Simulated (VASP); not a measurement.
# B3F2 (P4/mbm) in VASP: notebook, part 2 of 2

VASP 6.6.1. The steps go on from the part before.

### 5 Single point, PBE

This run uses another cell than the first one, of 10.15 Å³/atom.

INCAR

```
  PREC = Accurate
  ENCUT = 520
  EDIFF = 1E-6
  ISMEAR = 0
  SIGMA = 0.1
  LREAL = F
  LASPH = T
  NELM = 60
  ALGO = Normal
  ISIF = 2
  LWAVE = F
  LCHARG = F
  GGA = PE
  NBANDS = 34
  NELECT = 47.0
```

KPOINTS

```
Automatic mesh
0
Gamma
  6 6 18
```

POSCAR

```
B3F2
1.0
    7.1379041793      0.0000000000      0.0000000000
    0.0000000000      7.1379041793      0.0000000000
    0.0000000000      0.0000000000      1.9916954262
B F
6 4
Direct
    0.0000000000      0.0000000000      0.0000000000
    0.5000000000      0.5000000000      0.0000000000
    0.2685602034      0.7685602034      0.5000000000
    0.2314397966      0.2685602034      0.5000000000
    0.7314397966      0.2314397966      0.5000000000
    0.7685602034      0.7314397966      0.5000000000
    0.3826636894      0.8826636894      0.0000000000
    0.1173363106      0.3826636894      0.0000000000
    0.6173363106      0.1173363106      0.0000000000
    0.8826636894      0.6173363106      0.0000000000
```

Potentials or basis: VASP PAW PBE potentials, release 64 (B, F).

Launch:

```
cat potpaw_PBE.64/B/POTCAR potpaw_PBE.64/F/POTCAR > POTCAR
mpirun -np 1 vasp_std > vasp.out
```

OUTCAR:

```text
PREC = Accurate
   ENCUT = 520
   EDIFF = 1E-6
   ISMEAR = 0
   LREAL = F
   LASPH = T
   NELM = 60
   ISIF = 2
   GGA = PE
   NELECT = 47.0

 ion  position               nearest neighbor table
   1  0.000  0.000  0.000-
   2  0.500  0.500  0.000-
   3  0.269  0.769  0.500-   7 1.52   7 1.52
   4  0.231  0.269  0.500-   8 1.52   8 1.52
   5  0.731  0.231  0.500-   9 1.52   9 1.52
   6  0.769  0.731  0.500-  10 1.52  10 1.52
   7  0.383  0.883  0.000-   3 1.52   3 1.52
   8  0.117  0.383  0.000-   4 1.52   4 1.52
   9  0.617  0.117  0.000-   5 1.52   5 1.52
  10  0.883  0.617  0.000-   6 1.52   6 1.52

  LATTYP: Found a simple tetragonal cell.
 ALAT       =     7.1379041793
 C/A-ratio  =     0.2790308438

  Lattice vectors:

 A1 = (   7.1379041793,   0.0000000000,   0.0000000000)
 A2 = (   0.0000000000,   7.1379041793,   0.0000000000)
 A3 = (   0.0000000000,   0.0000000000,   1.9916954262)

Analysis of symmetry for initial positions (statically):
=====================================================================
 Subroutine PRICEL returns:
 Original cell was already a primitive cell.

 Routine SETGRP: Setting up the symmetry group for a
 simple tetragonal supercell.

 Subroutine GETGRP returns: Found 16 space group operations
 (whereof  8 operations were pure point group operations)
 out of a pool of 16 trial point group operations.

The static configuration has the point symmetry C_4h.
 The point group associated with its full space group is D_4h.

Analysis of symmetry for dynamics (positions and initial velocities):
=====================================================================
 Subroutine PRICEL returns:
 Original cell was already a primitive cell.

 Routine SETGRP: Setting up the symmetry group for a
 simple tetragonal supercell.
[... 146 lines left out ...]
   LORBIT       =      0    0 simple, 1 ext, 2 COOP (PROOUT), +10 PAW based schemes
   GGA     = PE    functional components
   LHFCALC =     F    Hartree Fock is set to
   AEXX    =    0.0000 exact exchange contribution
   IVDW    =     0    specifies the selected vdW correction
   LEPSILON=     F    determine dielectric tensor
   LRPA    =     F    only Hartree local field effects (RPA)
 non-spin polarized calculation
 Gauss-broadening in eV      SIGMA  =   0.10
  energy-cutoff  :      520.00
  volume of cell :      101.48
 maximum number of plane-waves:      2764
 NGX is ok and might be reduce to    54
   NGX = 27   NGY = 27   NGZ =  7

 number of electron      47.0000033 magnetization

 Free energy of the ion-electron system (eV)
  ---------------------------------------------------
  ext. energy  EPLUGINS =         0.00000000
  ---------------------------------------------------
  free energy    TOTEN  =       -37.90858257 eV

  energy without entropy =      -37.89170476  energy(sigma->0) =      -37.90014366

 E-fermi :   3.9427     XC(G=0): -10.3561

 val. band max:        3.9366494231   @ k =   0.1667   0.1667   0.5000
 cond. band min:       3.9438409198   @ k =   0.5000   0.0000   0.4444
 fundamental gap:      0.0071914967
 Fermi energy:         3.9427096439

 k-point     1 :       0.0000    0.0000    0.0000
  band No.  band energies     occupation
      1     -25.5899      2.00000
      2     -25.5622      2.00000
      3     -25.3602      2.00000
      4     -25.3602      2.00000
      5      -8.5666      2.00000
      6      -8.4894      2.00000
[... 877 lines left out ...]
     33      12.1082      0.00000
     34      12.1082      0.00000

 [... further k-points ...]

------------------------ aborting loop because EDIFF is reached ----------------------------------------

  FORCE on cell =-STRESS in cart. coord.  units (eV):
  Direction    XX          YY          ZZ          XY          YZ          ZX
  --------------------------------------------------------------------------------------
  -------------------------------------------------------------------------------------
  Total       10.2296210     10.2296210      9.2081137      0.0000000      0.0000000     -0.0000000
  in kB      161.5123635    161.5123635    145.3840966      0.0000000      0.0000000     -0.0000000
  external PRESSURE =     156.1362745 kB  Pullay stress =       0.0000000 kB

 VOLUME and BASIS-vectors are now :
 -----------------------------------------------------------------------------
  energy-cutoff  :      520.00
  volume of cell :      101.48
      direct lattice vectors                 reciprocal lattice vectors
     7.137904179  0.000000000  0.000000000     0.140097145  0.000000000  0.000000000
     0.000000000  7.137904179  0.000000000     0.000000000  0.140097145  0.000000000
     0.000000000  0.000000000  1.991695426     0.000000000  0.000000000  0.502084800

 POSITION                                       TOTAL-FORCE (eV/Angst)
 -----------------------------------------------------------------------------------
      0.00000      0.00000      0.00000         0.000000      0.000000      0.000000
      3.56895      3.56895      0.00000         0.000000      0.000000      0.000000
      1.91696      5.48591      0.99585        -0.808866     -0.808866      0.000000
      1.65200      1.91696      0.99585         0.808866     -0.808866      0.000000
      5.22095      1.65200      0.99585         0.808866      0.808866      0.000000
      5.48591      5.22095      0.99585        -0.808866      0.808866     -0.000000
      2.73142      6.30037      0.00000         0.745849      0.745849      0.000000
      0.83754      2.73142      0.00000        -0.745849      0.745849      0.000000
      4.40649      0.83754      0.00000        -0.745849     -0.745849      0.000000
      6.30037      4.40649      0.00000         0.745849     -0.745849     -0.000000
 -----------------------------------------------------------------------------------
    total drift:                                0.000000      0.000000     -0.000000

  FREE ENERGIE OF THE ION-ELECTRON SYSTEM (eV)
  ---------------------------------------------------
  free  energy   TOTEN  =       -37.9085825669 eV

  energy  without entropy=      -37.8917047571  energy(sigma->0) =      -37.90014366
```

OSZICAR:

```text
N       E                     dE             d eps       ncg     rms          rms(c)
DAV:   1     0.257204129736E+03    0.25720E+03   -0.24521E+04  6800   0.129E+03
DAV:   2    -0.221437436706E+02   -0.27935E+03   -0.25892E+03  8406   0.289E+02
DAV:   3    -0.392139490086E+02   -0.17070E+02   -0.16886E+02  8588   0.707E+01
DAV:   4    -0.394109736172E+02   -0.19702E+00   -0.19645E+00  8246   0.788E+00
DAV:   5    -0.394140188990E+02   -0.30453E-02   -0.30425E-02  8478   0.846E-01    0.930E+00
DAV:   6    -0.380785541105E+02    0.13355E+01   -0.47348E+00  7992   0.138E+01    0.389E+00
DAV:   7    -0.379415470498E+02    0.13701E+00   -0.20077E-01  8074   0.308E+00    0.211E+00
DAV:   8    -0.379090756222E+02    0.32471E-01   -0.17732E-01  8470   0.245E+00    0.402E-01
DAV:   9    -0.379081583060E+02    0.91732E-03   -0.15227E-02  8060   0.727E-01    0.215E-01
DAV:  10    -0.379092756952E+02   -0.11174E-02   -0.11349E-02  8062   0.699E-01    0.200E-01
DAV:  11    -0.379085868785E+02    0.68882E-03   -0.18791E-03  8644   0.329E-01    0.628E-02
DAV:  12    -0.379085794039E+02    0.74745E-05   -0.56513E-04  7570   0.144E-01    0.100E-02
DAV:  13    -0.379085828944E+02   -0.34905E-05   -0.17084E-05  8572   0.211E-02    0.745E-03
DAV:  14    -0.379085825669E+02    0.32758E-06   -0.89973E-07  4872   0.677E-03
   1 F= -.37908583E+02 E0= -.37900144E+02  d E =-.168778E-01
```

Run time: 1.9 min. Hardware: 1 thread of AMD EPYC 9R45 (Zen 5), shared host; peak memory 0.33 GiB.

What came out:

* Free energy: -37.9086 eV
* Largest force: 1.144 eV/Å

Forces in eV/Å, atoms in the order of the input:
```
B    0.000  0.000  0.000
B    0.000  0.000  0.000
B   -0.809 -0.809  0.000
B    0.809 -0.809  0.000
B    0.809  0.809  0.000
B   -0.809  0.809  0.000
F    0.746  0.746  0.000
F   -0.746  0.746  0.000
F   -0.746 -0.746  0.000
F    0.746 -0.746  0.000
```

Caveat: the cell carries a net charge on a neutralising background, which shifts energy and pressure; the cell is charged against a uniform background, so pressure and absolute levels hang on convention; an odd number of electrons without spin polarisation forces a metal; a magnetic or distorted state may lie lower.

### 6 Overview

```csv
task,cell,k mesh,cutoff (eV),gap on the mesh (eV),pressure (GPa),largest force (eV/Å)
single point,"a = 7.178, b = 7.178, c = 1.997 Å, 10 atoms, atomic positions A",4 × 4 × 6,520,none,0.6,0.18
relaxation of cell and atoms,"relaxed from a = 5.757, b = 5.757, c = 2.892 Å, 10 atoms, atomic positions B",4 × 4 × 6,600,none,0.0,0.03
single point,"a = 7.138, b = 7.138, c = 1.992 Å, 10 atoms, atomic positions C",6 × 6 × 18,520,none,0.6,0.19
```

Alike in all rows: level PBE; potentials or basis VASP PAW PBE potentials, release 64 (B, F); no spin polarisation; smearing gaussian 0.1 eV.

Caveats: some runs use coarse meshes; a cell axis changed by over 15 % at a fixed basis, so the end point is rough (at least some runs).

Absolute energies hang on the potentials; compare differences alone.

The gap in the log of VASP goes by the Fermi energy; the results here count the filled bands.